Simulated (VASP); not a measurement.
# ZnO (P6_3mc) in VASP: further runs

ZnO is run at these levels: PBE, r2SCAN; tasks: single point.

All numbers are computed with VASP 6.6.1; they aren't measurements. Logs are shortened: lines on timing, memory, paths and dates and some standing lists are left out, and cuts for length are marked.

**1. The cell of the first run**

Symmetry: P6_3mc, No. 186, hexagonal system. Conventional cell: a = 3.300 Å, b = 3.300 Å, c = 5.315 Å, α = 90.00°, β = 90.00°, γ = 120.00°. Zn (site symmetry 3m) has 4 O at 2.01 to 2.02 Å within 2.7 Å. Within 2.7 Å of O (site symmetry 3m) lie 4 Zn at 2.01 to 2.02 Å.

**2. Single point, PBE (strain +2.0%)**

File INCAR:

```
SYSTEM = ZnO
ALGO = Normal ; EDIFF = 1E-7
ENCUT = 520 ; GGA = PE
ISIF = 2 ; ISMEAR = -1
LASPH = .True. ; LCHARG = .False.
LREAL = .False. ; LWAVE = .False.
NBANDS = 26 ; NELM = 60
PREC = Accurate ; SIGMA = 0.02
```

File KPOINTS:

```
k-points
0
Gamma
  12 12 6
  0 0 0
```

File POSCAR:

```
ZnO
1.0
    3.3000476842      0.0000000000      0.0000000000
   -1.6500238421      2.8579251282      0.0000000000
    0.0000000000      0.0000000000      5.3151708682
Zn O
2 2
Direct
    0.3333333333      0.6666666667     -0.0023477533
    0.6666666667      0.3333333333      0.4976522467
    0.3333333333      0.6666666667      0.3773477533
    0.6666666667      0.3333333333      0.8773477533
```

Potentials or basis: VASP PAW PBE potentials, release 64 (Zn, O).

The run is started by

```sh
$ cat potpaw_PBE.64/Zn/POTCAR potpaw_PBE.64/O/POTCAR > POTCAR
$ mpirun -np 1 vasp_std > vasp.out
```

OUTCAR:

```text
SYSTEM = ZnO
   EDIFF = 1E-7
   ENCUT = 520
   GGA = PE
   ISIF = 2
   ISMEAR = -1
   LASPH = .True.
   LREAL = .False.
   NELM = 60
   PREC = Accurate

 ion  position               nearest neighbor table
   1  0.333  0.667  0.998-   4 2.01   4 2.01   4 2.01   3 2.02
   2  0.667  0.333  0.498-   3 2.01   3 2.01   3 2.01   4 2.02
   3  0.333  0.667  0.377-   2 2.01   2 2.01   2 2.01   1 2.02
   4  0.667  0.333  0.877-   1 2.01   1 2.01   1 2.01   2 2.02

  LATTYP: Found a hexagonal cell.
 ALAT       =     3.3000476842
 C/A-ratio  =     1.6106345656

  Lattice vectors:

 A1 = (   3.3000476842,   0.0000000000,   0.0000000000)
 A2 = (  -1.6500238421,   2.8579251282,   0.0000000000)
 A3 = (   0.0000000000,   0.0000000000,   5.3151708682)

Analysis of symmetry for initial positions (statically):
=====================================================================
 Subroutine PRICEL returns:
 Original cell was already a primitive cell.

 Routine SETGRP: Setting up the symmetry group for a
 hexagonal supercell.

 Subroutine GETGRP returns: Found 12 space group operations
 (whereof  6 operations were pure point group operations)
 out of a pool of 24 trial point group operations.

The static configuration has the point symmetry C_3v.
 The point group associated with its full space group is C_6v.

Analysis of symmetry for dynamics (positions and initial velocities):
=====================================================================
 Subroutine PRICEL returns:
 Original cell was already a primitive cell.

 Routine SETGRP: Setting up the symmetry group for a
 hexagonal supercell.

 Subroutine GETGRP returns: Found 12 space group operations
 (whereof  6 operations were pure point group operations)
 out of a pool of 24 trial point group operations.

The dynamic configuration has the point symmetry C_3v.
 The point group associated with its full space group is C_6v.

 Subroutine INISYM returns: Found 12 space group operations
 (whereof  6 operations are pure point group operations),
 and found     1 'primitive' translations

----------------------------------------------------------------------------------------

                                     Primitive cell

  volume of cell :      50.1289

  direct lattice vectors                    reciprocal lattice vectors
     3.300047684  0.000000000  0.000000000     0.303025924  0.174952099  0.000000000
    -1.650023842  2.857925128  0.000000000     0.000000000  0.349904198  0.000000000
     0.000000000  0.000000000  5.315170868     0.000000000  0.000000000  0.188140706

  length of vectors
     3.300047684  3.300047684  5.315170868     0.349904198  0.349904198  0.188140706

  position of ions in fractional coordinates (direct lattice)
     0.333333333  0.666666667  0.997652247
     0.666666667  0.333333333  0.497652247
     0.333333333  0.666666667  0.377347753
     0.666666667  0.333333333  0.877347753

  ion indices of the primitive-cell ions
   primitive index   ion index
                 1           1
                 2           2
                 3           3
                 4           4

----------------------------------------------------------------------------------------

 KPOINTS: k-points

Automatic generation of k-mesh.
 Grid dimensions read from file:
 generate k-points for:   12   12    6

 Generating k-lattice:

  Cartesian coordinates                     Fractional coordinates (reciprocal lattice)
     0.025252160  0.014579342  0.000000000     0.083333333  0.000000000  0.000000000
     0.000000000  0.029158683  0.000000000     0.000000000  0.083333333  0.000000000
     0.000000000  0.000000000  0.031356784     0.000000000  0.000000000  0.166666667

  Length of vectors
     0.029158683  0.029158683  0.031356784

  Shift w.r.t. Gamma in fractional coordinates (k-lattice)
     0.000000000  0.000000000  0.000000000

 Subroutine IBZKPT returns following result:
 ===========================================

 Found     76 irreducible k-points:

 Following reciprocal coordinates:
            Coordinates               Weight
  0.000000  0.000000  0.000000      1.000000
  0.083333  0.000000  0.000000      6.000000
  0.166667  0.000000  0.000000      6.000000
  0.250000  0.000000  0.000000      6.000000
  0.333333 -0.000000  0.000000      6.000000
  0.416667 -0.000000  0.000000      6.000000
[... 16 lines left out ...]
  0.250000  0.000000  0.166667     12.000000
  0.333333 -0.000000  0.166667     12.000000
 [... further k-points ...]
   k-points           NKPTS =     76   k-points in BZ     NKDIM =     76   number of bands    NBANDS=     26
   number of dos      NEDOS =    301   number of ions     NIONS =      4
   total plane-waves  NPLWV =  31360
   dimension x,y,z NGX =    28 NGY =   28 NGZ =   40
   dimension x,y,z NGXF=    56 NGYF=   56 NGZF=   80
   ions per type =               2   2
   NGX,Y,Z   is equivalent  to a cutoff of  14.11, 14.11, 12.51 a.u.
   NGXF,Y,Z  is equivalent  to a cutoff of  28.21, 28.21, 25.02 a.u.
 SYSTEM =  ZnO
   PREC   = accura    normal or accurate (medium, high low for compatibility)
   ISTART =      0    job   : 0-new  1-cont  2-samecut
   ICHARG =      2    charge: 1-file 2-atom 10-const
   ISPIN  =      1    spin polarized calculation?
   LNONCOLLINEAR =      F non collinear calculations
   LSORBIT =      F    spin-orbit coupling
   LASPH  =      T    aspherical Exc in radial PAW
   ENCUT  =  520.0 eV  38.22 Ry    6.18 a.u.   6.14  6.14  9.88*2*pi/ulx,y,z
   NELM   =     60;   NELMIN=  2; NELMDL= -5     # of ELM steps
   EDIFF  = 0.1E-06   stopping-criterion for ELM
   LREAL  =      F    real-space projection
   EDIFFG = 0.1E-05   stopping-criterion for IOM
   NSW    =      0    number of steps for IOM
   IBRION =     -1    ionic relax: 0-MD 1-quasi-New 2-CG
   NFREE  =      0    steps in history (QN), initial steepest desc. (CG)
   ISIF   =      2    stress and relaxation
   ISYM   =      2    0-nonsym 1-usesym 2-fastsym
   POTIM  = 0.5000    time-step for ionic-motion
   TEBEG  =    0.0;   TEEND  =   0.0 temperature during run
   PSTRESS=    0.0 pullay stress
   NELECT =      36.0000    total number of electrons
   NUPDOWN=      -1.0000    fix difference up-down
   EMIN   =  10.00;   EMAX   =-10.00  energy-range for DOS
   EFERMI =   0.00;   METHOD = LEGACY
   ISMEAR =    -1;   SIGMA  =   0.02  broadening in eV -4-tet -1-fermi 0-gaus
   EFERMI_NEDOS =   21; number of points for ismear=-14 and -15
   IALGO  =     38    algorithm
   IMIX   =      4    mixing-type and parameters
     AMIX     =   0.40;   BMIX     =  1.00
     AMIX_MAG =   1.60;   BMIX_MAG =  1.00
  volume/ion in A,a.u.               =      12.53        84.57
  Fermi-wavevector in a.u.,A,eV,Ry     =   1.466041  2.770417 29.242694  2.149277
  Thomas-Fermi vector in A             =   2.581826
   LORBIT       =      0    0 simple, 1 ext, 2 COOP (PROOUT), +10 PAW based schemes
   GGA     = PE    functional components
   LHFCALC =     F    Hartree Fock is set to
   AEXX    =    0.0000 exact exchange contribution
   IVDW    =     0    specifies the selected vdW correction
   LEPSILON=     F    determine dielectric tensor
   LRPA    =     F    only Hartree local field effects (RPA)
 non-spin polarized calculation
  energy-cutoff  :      520.00
  volume of cell :       50.13
 maximum number of plane-waves:      1368
 NGX is ok and might be reduce to    28
   NGX = 13   NGY = 13   NGZ = 19

 number of electron      36.0000014 magnetization

 Free energy of the ion-electron system (eV)
  ---------------------------------------------------
  ext. energy  EPLUGINS =         0.00000000
  ---------------------------------------------------
  free energy    TOTEN  =       -17.86073885 eV

  energy without entropy =      -17.86073885  energy(sigma->0) =      -17.86073885

 E-fermi :   1.1190     XC(G=0): -10.6382

 val. band max:        0.7509085674   @ k =   0.0000   0.0000   0.0000
 cond. band min:       1.4566989286   @ k =   0.0000   0.0000   0.0000
 fundamental gap:      0.7057903612
 Fermi energy:         1.1189601035

 k-point     1 :       0.0000    0.0000    0.0000
  band No.  band energies     occupation
      1     -16.9399      2.00000
      2     -16.2940      2.00000
      3      -4.7149      2.00000
      4      -4.7149      2.00000
      5      -4.6699      2.00000
      6      -4.5393      2.00000
[... 18 lines left out ...]
     25      14.5539      0.00000
     26      14.5539      0.00000

 k-point     2 :       0.0833    0.0000    0.0000
  band No.  band energies     occupation
      1     -16.9054      2.00000
      2     -16.2784      2.00000
      3      -4.7522      2.00000
      4      -4.6942      2.00000
      5      -4.6463      2.00000
      6      -4.5434      2.00000
[... 18 lines left out ...]
     25      14.5353      0.00000
     26      14.6374      0.00000

 k-point     3 :       0.1667    0.0000    0.0000
  band No.  band energies     occupation
      1     -16.8081      2.00000
      2     -16.2375      2.00000
      3      -4.8364      2.00000
      4      -4.6397      2.00000
      5      -4.6116      2.00000
      6      -4.5308      2.00000
[... 18 lines left out ...]
     25      14.4875      0.00000
     26      14.7246      0.00000

 k-point     4 :       0.2500    0.0000    0.0000
  band No.  band energies     occupation
      1     -16.6674      2.00000
      2     -16.1859      2.00000
      3      -4.9196      2.00000
      4      -4.6175      2.00000
      5      -4.5729      2.00000
      6      -4.4456      2.00000
[... 18 lines left out ...]
     25      13.8043      0.00000
     26      14.5997      0.00000
[... 496 lines left out ...]
      1     -16.7710      2.00000
      2     -16.2767      2.00000
      3      -4.8619      2.00000
      4      -4.6702      2.00000
      5      -4.6306      2.00000
      6      -4.5700      2.00000
[... 18 lines left out ...]
     25      13.7051      0.00000
     26      14.5342      0.00000

 k-point    23 :       0.2500    0.0000    0.1667
  band No.  band energies     occupation
      1     -16.6352      2.00000
      2     -16.2181      2.00000
      3      -4.9452      2.00000
      4      -4.6921      2.00000
      5      -4.5597      2.00000
      6      -4.4686      2.00000
[... 18 lines left out ...]
     25      13.8072      0.00000
     26      14.4772      0.00000

 k-point    24 :       0.3333   -0.0000    0.1667
  band No.  band energies     occupation
      1     -16.4874      2.00000
      2     -16.1673      2.00000
      3      -4.9801      2.00000
      4      -4.7152      2.00000
      5      -4.4999      2.00000
      6      -4.3396      2.00000
[... 18 lines left out ...]
     25      13.8870      0.00000
     26      14.4149      0.00000

 [... further k-points ...]

------------------------ aborting loop because EDIFF is reached ----------------------------------------

  FORCE on cell =-STRESS in cart. coord.  units (eV):
  Direction    XX          YY          ZZ          XY          YZ          ZX
  --------------------------------------------------------------------------------------
  -------------------------------------------------------------------------------------
  Total       -0.4040845     -0.4040845     -0.3389236      0.0000000     -0.0000000      0.0000000
  in kB      -12.9150021    -12.9150021    -10.8323848      0.0000000     -0.0000000      0.0000000
  external PRESSURE =     -12.2207963 kB  Pullay stress =       0.0000000 kB

 VOLUME and BASIS-vectors are now :
 -----------------------------------------------------------------------------
  energy-cutoff  :      520.00
  volume of cell :       50.13
      direct lattice vectors                 reciprocal lattice vectors
     3.300047684  0.000000000  0.000000000     0.303025924  0.174952099  0.000000000
    -1.650023842  2.857925128  0.000000000     0.000000000  0.349904198  0.000000000
     0.000000000  0.000000000  5.315170868     0.000000000  0.000000000  0.188140706

 POSITION                                       TOTAL-FORCE (eV/Angst)
 -----------------------------------------------------------------------------------
     -0.00000      1.90528      5.30269        -0.000000     -0.000000      0.003774
      1.65002      0.95264      2.64511         0.000000      0.000000      0.003774
     -0.00000      1.90528      2.00567        -0.000000      0.000000     -0.003774
      1.65002      0.95264      4.66325        -0.000000      0.000000     -0.003774
 -----------------------------------------------------------------------------------
    total drift:                                0.000000      0.000001      0.003104

  FREE ENERGIE OF THE ION-ELECTRON SYSTEM (eV)
  ---------------------------------------------------
  free  energy   TOTEN  =       -17.8607388471 eV

  energy  without entropy=      -17.8607388470  energy(sigma->0) =      -17.86073885
```

Wall time 49 s (1 thread of Intel Xeon 6975P-C (Granite Rapids), shared host); peak memory 0.22 GiB.

What came out:

| Item | Value |
| --- | --- |
| Free energy | -17.8607 eV |
| Pressure | -1.2 GPa |
| Largest force | 0.004 eV/Å |
| Band gap on the k mesh | 0.71 eV |

Forces on the atoms (eV/Å):
```
Zn   0.000  0.000  0.004
Zn   0.000  0.000  0.004
O    0.000  0.000 -0.004
O    0.000  0.000 -0.004
```

Stress tensor (GPa, compression positive):
```
-1.29  0.00  0.00
 0.00 -1.29  0.00
 0.00  0.00 -1.08
```

Caveat: the cell differs from its parent crystal (strain +2.0%).

**3. Single point, PBE (strain +3.0%)**

File INCAR:

```
SYSTEM = ZnO
PREC     = Accurate       ! precision mode
ENCUT    = 520            ! plane-wave cutoff, eV
EDIFF    = 1E-7           ! SCF threshold, eV
ISMEAR   = -1             ! smearing method
SIGMA    = 0.02           ! smearing width, eV
LREAL    = .FALSE.        ! projectors in reciprocal space
LASPH    = .TRUE.         ! aspherical terms in the spheres
NELM     = 100            ! most SCF steps
ALGO     = Normal         ! electronic algorithm
ISIF     = 2              ! what is computed and relaxed
LWAVE    = .FALSE.        ! write WAVECAR
LCHARG   = .TRUE.         ! write CHGCAR
GGA      = PE             ! functional
LELF     = .TRUE.         ! ELF
LVHAR    = .TRUE.       
NBANDS   = 26             ! bands
```

File KPOINTS:

```
Automatic mesh
0
G
  12 12 6
  0 0 0
```

File POSCAR:

```
ZnO
1.0
    3.3324010929      0.0000000000      0.0000000000
   -1.6662005465      2.8859440020      0.0000000000
    0.0000000000      0.0000000000      5.3672803865
Zn O
2 2
Direct
    0.3333333333      0.6666666667     -0.0023477533
    0.6666666667      0.3333333333      0.4976522467
    0.3333333333      0.6666666667      0.3773477533
    0.6666666667      0.3333333333      0.8773477533
```

Potentials or basis: VASP PAW PBE potentials, release 64 (Zn, O).

The run is started by

```sh
$ cat potpaw_PBE.64/Zn/POTCAR potpaw_PBE.64/O/POTCAR > POTCAR
$ mpirun -np 1 vasp_std > vasp.out
```

Wall time 49 s (1 thread of Intel Xeon 6975P-C (Granite Rapids), shared host); peak memory 0.22 GiB.

It converged, with:

* Free energy: -17.8345 eV
* Pressure: -4.6 GPa
* Largest force: 0.004 eV/Å
* Band gap on the k mesh: 0.66 eV

Forces on the atoms (eV/Å):
```
Zn   0.000  0.000  0.004
Zn   0.000  0.000  0.004
O    0.000  0.000 -0.004
O    0.000  0.000 -0.004
```

Stress tensor (GPa, compression positive):
```
-4.71  0.00  0.00
 0.00 -4.71  0.00
 0.00  0.00 -4.46
```

Levels at points of the mesh, in eV from the valence-band top:
```tsv
k point	band 14	band 15	band 16	band 17	band 18	band 19	band 20	band 21	band 22	band 23
(0.00, 0.00, 0.00)	-0.70	-0.70	-0.06	0.00	0.00	0.66	4.91	7.93	12.47	12.47
(0.50, 0.00, 0.00)	-3.30	-2.58	-2.00	-1.15	-0.74	5.42	6.76	7.48	7.94	10.18
(0.00, 0.00, 0.50)	-2.19	-0.35	-0.35	-0.35	-0.35	3.25	3.25	9.74	9.74	12.75
(0.50, 0.00, 0.50)	-3.60	-1.34	-1.34	-1.23	-1.23	5.55	5.55	7.97	7.97	10.96
```

Caveat: the cell differs from its parent crystal (strain +3.0%); the cell stands under tension.

(Part 1 of 2 ends here.)
